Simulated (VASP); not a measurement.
# SrO in VASP: notebook

Runs on SrO. Level: LDA. Tasks: single point.

All numbers are computed with VASP 6.6.1; they aren't measurements. Logs are shortened: lines on timing, memory, paths and dates and some standing lists are left out, and cuts for length are marked.

**1. The cell of the first run**

The structure is cubic, space group Fm-3m (No. 225). The conventional cell has a = 5.106 Å, b = 5.106 Å, c = 5.106 Å, α = 90.00°, β = 90.00°, γ = 90.00°. Sr (site symmetry m-3m) has 6 O at 2.55 Å within 3.4 Å. Within 3.4 Å of O (site symmetry m-3m) lie 6 Sr at 2.55 Å.

**2. Single point, LDA (the cell strained)**

INCAR reads:

```
PREC = Accurate ; ENCUT = 520
EDIFF = 1E-7 ; ISMEAR = 0
SIGMA = 0.05 ; LREAL = F
LASPH = T ; NELM = 80
ALGO = Normal ; ISIF = 2
LWAVE = F ; LCHARG = F
GGA = CA ; NBANDS = 24
ISYM = 0
```

KPOINTS reads:

```
regular mesh
0
Gamma
  9 9 8
```

POSCAR reads:

```
SrO
1.0
    0.0000000000     -2.5532021385     -2.5532021385
   -2.5532021385      0.0000000000     -2.5532021385
    2.5532021385      2.5532021385     -5.1064042771
Sr O
2 2
Direct
    0.0000000000      0.0000000000      0.0000000000
    0.5000000000      0.5000000000      0.5000000000
    0.7500000000      0.7500000000      0.7500000000
    0.2500000000      0.2500000000      0.2500000000
```

Potentials or basis: VASP PAW LDA potentials, release 64 (Sr_sv, O).

Started as:

```
$ cat potpaw_LDA.64/Sr_sv/POTCAR potpaw_LDA.64/O/POTCAR > POTCAR
$ mpirun -np 1 vasp_std > vasp.out
```

OUTCAR:

```text
PREC = Accurate
   ENCUT = 520
   EDIFF = 1E-7
   ISMEAR = 0
   LREAL = F
   LASPH = T
   NELM = 80
   ISIF = 2
   GGA = CA
   ISYM = 0

 ion  position               nearest neighbor table
   1  0.000  0.000  0.000-   3 2.55   3 2.55   4 2.55   4 2.55   3 2.55   4 2.55   2 3.61   2 3.61
                             2 3.61   2 3.61   2 3.61   2 3.61   2 5.11   2 5.11   2 5.11   2 5.11
   2  0.500  0.500  0.500-   4 2.55   4 2.55   3 2.55   3 2.55   3 2.55   4 2.55   1 3.61   1 3.61
                             1 3.61   1 3.61   1 3.61   1 3.61   1 5.11   1 5.11   1 5.11   1 5.11
   3  0.750  0.750  0.750-   2 2.55   2 2.55   1 2.55   1 2.55   1 2.55   2 2.55
   4  0.250  0.250  0.250-   1 2.55   1 2.55   2 2.55   2 2.55   1 2.55   2 2.55

IMPORTANT INFORMATION: All symmetrisations will be switched off!
NOSYMM: (Re-)initialisation of all symmetry stuff for point group C_1.

----------------------------------------------------------------------------------------

                                     Primitive cell

  volume of cell :      66.5757

  direct lattice vectors                    reciprocal lattice vectors
     0.000000000 -2.553202139 -2.553202139     0.097916258 -0.293748775 -0.097916258
    -2.553202139  0.000000000 -2.553202139    -0.293748775  0.097916258 -0.097916258
     2.553202139  2.553202139 -5.106404277     0.097916258  0.097916258 -0.097916258

  length of vectors
     3.610773092  3.610773092  6.254042450     0.324751490  0.324751490  0.169595934

  position of ions in fractional coordinates (direct lattice)
     0.000000000  0.000000000  0.000000000
     0.500000000  0.500000000  0.500000000
     0.750000000  0.750000000  0.750000000
     0.250000000  0.250000000  0.250000000

  ion indices of the primitive-cell ions
   primitive index   ion index
                 1           1
                 2           2
                 3           3
                 4           4

----------------------------------------------------------------------------------------

 KPOINTS: regular mesh

Automatic generation of k-mesh.
 Grid dimensions read from file:
 generate k-points for:    9    9    8

 Generating k-lattice:

  Cartesian coordinates                     Fractional coordinates (reciprocal lattice)
     0.010879584 -0.032638753 -0.010879584     0.111111111  0.000000000  0.000000000
    -0.032638753  0.010879584 -0.010879584     0.000000000  0.111111111  0.000000000
     0.012239532  0.012239532 -0.012239532     0.000000000  0.000000000  0.125000000

  Length of vectors
     0.036083499  0.036083499  0.021199492

  Shift w.r.t. Gamma in fractional coordinates (k-lattice)
     0.000000000  0.000000000  0.000000000

 -----------------------------------------------------------------------------
|                                                                             |
|           W    W    AA    RRRRR   N    N  II  N    N   GGGG   !!!           |
|           W    W   A  A   R    R  NN   N  II  NN   N  G    G  !!!           |
|           W    W  A    A  R    R  N N  N  II  N N  N  G       !!!           |
|           W WW W  AAAAAA  RRRRR   N  N N  II  N  N N  G  GGG   !            |
|           WW  WW  A    A  R   R   N   NN  II  N   NN  G    G                |
|           W    W  A    A  R    R  N    N  II  N    N   GGGG   !!!           |
|                                                                             |
|     Your reciprocal lattice and k-lattice belong to different lattice       |
|     classes:                                                                |
|                                                                             |
|        The reciprocal lattice is rhombohedral (trigonal),                   |
|        whereas your k-lattice is base-centered monoclinic.                  |
|                                                                             |
|     Results are often still useful ...                                      |
|                                                                             |
 -----------------------------------------------------------------------------

 WARNING: IBZKPT: internal override: KBLOWUP is changed to .FALSE.
      ... skipping the blow-up phase ...

 Subroutine IBZKPT returns following result:
 ===========================================

 Found    325 irreducible k-points:

 Following reciprocal coordinates:
            Coordinates               Weight
  0.000000  0.000000  0.000000      1.000000
  0.111111  0.000000 -0.000000      2.000000
  0.222222  0.000000  0.000000      2.000000
  0.333333  0.000000  0.000000      2.000000
  0.444444  0.000000  0.000000      2.000000
  0.000000  0.111111 -0.000000      2.000000
[... 16 lines left out ...]
 -0.111111  0.222222  0.000000      2.000000
  0.000000  0.333333  0.000000      2.000000
 [... further k-points ...]
   k-points           NKPTS =    325   k-points in BZ     NKDIM =    325   number of bands    NBANDS=     24
   number of dos      NEDOS =    301   number of ions     NIONS =      4
   total plane-waves  NPLWV =  37632
   dimension x,y,z NGX =    28 NGY =   28 NGZ =   48
   dimension x,y,z NGXF=    56 NGYF=   56 NGZF=   96
   ions per type =               2   2
   NGX,Y,Z   is equivalent  to a cutoff of  12.89, 12.89, 12.76 a.u.
   NGXF,Y,Z  is equivalent  to a cutoff of  25.78, 25.78, 25.52 a.u.
 SYSTEM =  unknown system
   PREC   = accura    normal or accurate (medium, high low for compatibility)
   ISTART =      0    job   : 0-new  1-cont  2-samecut
   ICHARG =      2    charge: 1-file 2-atom 10-const
   ISPIN  =      1    spin polarized calculation?
   LNONCOLLINEAR =      F non collinear calculations
   LSORBIT =      F    spin-orbit coupling
   LASPH  =      T    aspherical Exc in radial PAW
   ENCUT  =  520.0 eV  38.22 Ry    6.18 a.u.   6.71  6.71 11.63*2*pi/ulx,y,z
   NELM   =     80;   NELMIN=  2; NELMDL= -5     # of ELM steps
   EDIFF  = 0.1E-06   stopping-criterion for ELM
   LREAL  =      F    real-space projection
   EDIFFG = 0.1E-05   stopping-criterion for IOM
   NSW    =      0    number of steps for IOM
   IBRION =     -1    ionic relax: 0-MD 1-quasi-New 2-CG
   NFREE  =      0    steps in history (QN), initial steepest desc. (CG)
   ISIF   =      2    stress and relaxation
   ISYM   =      0    0-nonsym 1-usesym 2-fastsym
   POTIM  = 0.5000    time-step for ionic-motion
   TEBEG  =    0.0;   TEEND  =   0.0 temperature during run
   PSTRESS=    0.0 pullay stress
   NELECT =      32.0000    total number of electrons
   NUPDOWN=      -1.0000    fix difference up-down
   EMIN   =  10.00;   EMAX   =-10.00  energy-range for DOS
   EFERMI =   0.00;   METHOD = LEGACY
   ISMEAR =     0;   SIGMA  =   0.05  broadening in eV -4-tet -1-fermi 0-gaus
   EFERMI_NEDOS =   21; number of points for ismear=-14 and -15
   IALGO  =     38    algorithm
   IMIX   =      4    mixing-type and parameters
     AMIX     =   0.40;   BMIX     =  1.00
     AMIX_MAG =   1.60;   BMIX_MAG =  1.00
  volume/ion in A,a.u.               =      16.64       112.32
  Fermi-wavevector in a.u.,A,eV,Ry     =   1.282389  2.423363 22.375058  1.644520
  Thomas-Fermi vector in A             =   2.414703
   LORBIT       =      0    0 simple, 1 ext, 2 COOP (PROOUT), +10 PAW based schemes
   GGA     = CA    functional components
   LHFCALC =     F    Hartree Fock is set to
   AEXX    =    0.0000 exact exchange contribution
   IVDW    =     0    specifies the selected vdW correction
   LEPSILON=     F    determine dielectric tensor
   LRPA    =     F    only Hartree local field effects (RPA)
 non-spin polarized calculation
 Gauss-broadening in eV      SIGMA  =   0.05
  energy-cutoff  :      520.00
  volume of cell :       66.58
 maximum number of plane-waves:      1814
   NGX = 13   NGY = 13   NGZ = 23

 number of electron      31.9999996 magnetization

 Free energy of the ion-electron system (eV)
  ---------------------------------------------------
  ext. energy  EPLUGINS =         0.00000000
  ---------------------------------------------------
  free energy    TOTEN  =       -26.77010552 eV

  energy without entropy =      -26.77010552  energy(sigma->0) =      -26.77010552

 E-fermi :   1.6651     XC(G=0): -10.6256

 val. band max:        1.4457472378   @ k =   0.0000   0.0000   0.0000
 cond. band min:       4.5854604317   @ k =   0.4444   0.0000   0.5000
 fundamental gap:      3.1397131939
 Fermi energy:         1.6651307041

 k-point     1 :       0.0000    0.0000    0.0000
  band No.  band energies     occupation
      1     -30.5695      2.00000
      2     -30.4102      2.00000
      3     -15.0118      2.00000
      4     -13.3409      2.00000
      5     -12.3618      2.00000
      6     -12.3618      2.00000
[... 16 lines left out ...]
     23       9.8658      0.00000
     24       9.8803      0.00000

 k-point     2 :       0.1111    0.0000   -0.0000
  band No.  band energies     occupation
      1     -30.5527      2.00000
      2     -30.4034      2.00000
      3     -14.9154      2.00000
      4     -13.6482      2.00000
      5     -12.4828      2.00000
      6     -12.3849      2.00000
[... 16 lines left out ...]
     23      10.0424      0.00000
     24      10.3125      0.00000

 k-point     3 :       0.2222    0.0000    0.0000
  band No.  band energies     occupation
      1     -30.5083      2.00000
      2     -30.3876      2.00000
      3     -14.6653      2.00000
      4     -14.1065      2.00000
      5     -12.7923      2.00000
      6     -12.4412      2.00000
[... 16 lines left out ...]
     23      10.5473      0.00000
     24      10.6624      0.00000
[... 514 lines left out ...]
 k-point    23 :      -0.1111    0.2222    0.0000
  band No.  band energies     occupation
      1     -30.4750      2.00000
      2     -30.3743      2.00000
      3     -14.4339      2.00000
      4     -14.3783      2.00000
      5     -12.9369      2.00000
      6     -12.6325      2.00000
[... 16 lines left out ...]
     23      10.5746      0.00000
     24      11.2941      0.00000

 k-point    24 :       0.0000    0.3333    0.0000
  band No.  band energies     occupation
      1     -30.4524      2.00000
      2     -30.3743      2.00000
      3     -14.4255      2.00000
      4     -14.4168      2.00000
      5     -13.0453      2.00000
      6     -12.4997      2.00000
[... 16 lines left out ...]
     23      10.5593      0.00000
     24      11.0947      0.00000

 [... further k-points ...]

------------------------ aborting loop because EDIFF is reached ----------------------------------------

  FORCE on cell =-STRESS in cart. coord.  units (eV):
  Direction    XX          YY          ZZ          XY          YZ          ZX
  --------------------------------------------------------------------------------------
  -------------------------------------------------------------------------------------
  Total       -0.7056047     -0.7056035     -0.7054844      0.0002079      0.0000194      0.0000181
  in kB      -16.9807336    -16.9807044    -16.9778378      0.0050036      0.0004667      0.0004361
  external PRESSURE =     -16.9797586 kB  Pullay stress =       0.0000000 kB

 VOLUME and BASIS-vectors are now :
 -----------------------------------------------------------------------------
  energy-cutoff  :      520.00
  volume of cell :       66.58
      direct lattice vectors                 reciprocal lattice vectors
     0.000000000 -2.553202139 -2.553202139     0.097916258 -0.293748775 -0.097916258
    -2.553202139  0.000000000 -2.553202139    -0.293748775  0.097916258 -0.097916258
     2.553202139  2.553202139 -5.106404277     0.097916258  0.097916258 -0.097916258

 POSITION                                       TOTAL-FORCE (eV/Angst)
 -----------------------------------------------------------------------------------
      0.00000      0.00000      0.00000         0.000001      0.000001     -0.000001
      0.00000      0.00000     -5.10640        -0.000001     -0.000000      0.000001
      0.00000      0.00000     -7.65961         0.000000     -0.000000     -0.000000
      0.00000      0.00000     -2.55320         0.000000     -0.000000      0.000000
 -----------------------------------------------------------------------------------
    total drift:                                0.000000     -0.000000     -0.000000

  FREE ENERGIE OF THE ION-ELECTRON SYSTEM (eV)
  ---------------------------------------------------
  free  energy   TOTEN  =       -26.7701055223 eV

  energy  without entropy=      -26.7701055223  energy(sigma->0) =      -26.77010552
```

Run time: 5 min. Hardware: 1 thread of AMD EPYC 9R45 (Zen 5), shared host; peak memory 0.47 GiB.

Results:

```
Free energy            : -26.7701 eV
Pressure               : -1.7 GPa
Band gap on the k mesh : 3.14 eV
```

Caveat: the cell differs from its parent crystal (the cell strained); an odd mesh through Γ misses points on the zone boundary, where band edges can lie.

**3. Single point, LDA (the cell strained)**

INCAR reads:

```
SYSTEM = SrO
  PREC = Accurate
  ENCUT = 520
  EDIFF = 1E-6
  ISMEAR = 0
  SIGMA = 0.05
  LREAL = .FALSE.
  LASPH = .TRUE.
  NELM = 60
  ALGO = Normal
  ISIF = 2
  LWAVE = .FALSE.
  LCHARG = .FALSE.
  ISYM = 0
  NBANDS = 24
```

KPOINTS reads:

```
Automatic mesh
0
G
  9 9 8
  0 0 0
```

POSCAR reads:

```
SrO
1.0
    0.0000000000     -2.5954896281     -2.5954896281
   -2.5954896281      0.0000000000     -2.5954896281
    2.5954896281      2.5954896281     -5.1909792562
Sr O
2 2
Direct
    0.0000000000      0.0000000000      0.0000000000
    0.5000000000      0.5000000000      0.5000000000
    0.7500000000      0.7500000000      0.7500000000
    0.2500000000      0.2500000000      0.2500000000
```

Potentials or basis: VASP PAW LDA potentials, release 64 (Sr_sv, O).

Started as:

```
$ cat potpaw_LDA.64/Sr_sv/POTCAR potpaw_LDA.64/O/POTCAR > POTCAR
$ mpirun -np 1 vasp_std > vasp.out
```

Wall time 4.6 min (1 thread of AMD EPYC 9R45 (Zen 5), shared host); peak memory 0.49 GiB.

It converged, with:

- Free energy: -26.6901 eV
- Pressure: -6.0 GPa
- Band gap on the k mesh: 3.17 eV

Levels at points of the mesh, in eV from the valence-band top:
| k point | band 12 | band 13 | band 14 | band 15 | band 16 | band 17 | band 18 | band 19 | band 20 | band 21 |
| --- | --- | --- | --- | --- | --- | --- | --- | --- | --- | --- |
| (0.00, 0.00, 0.00) | -1.11 | -1.11 | 0.00 | 0.00 | 0.00 | 3.60 | 6.04 | 6.04 | 6.04 | 6.33 |
| (0.00, 0.00, 0.50) | -1.30 | -0.61 | -0.61 | -0.61 | -0.61 | 5.73 | 5.73 | 5.90 | 5.90 | 7.16 |

Caveat: the cell differs from its parent crystal (the cell strained); the cell stands under tension; an odd mesh through Γ misses points on the zone boundary, where band edges can lie.

[end of part 1 of 2]
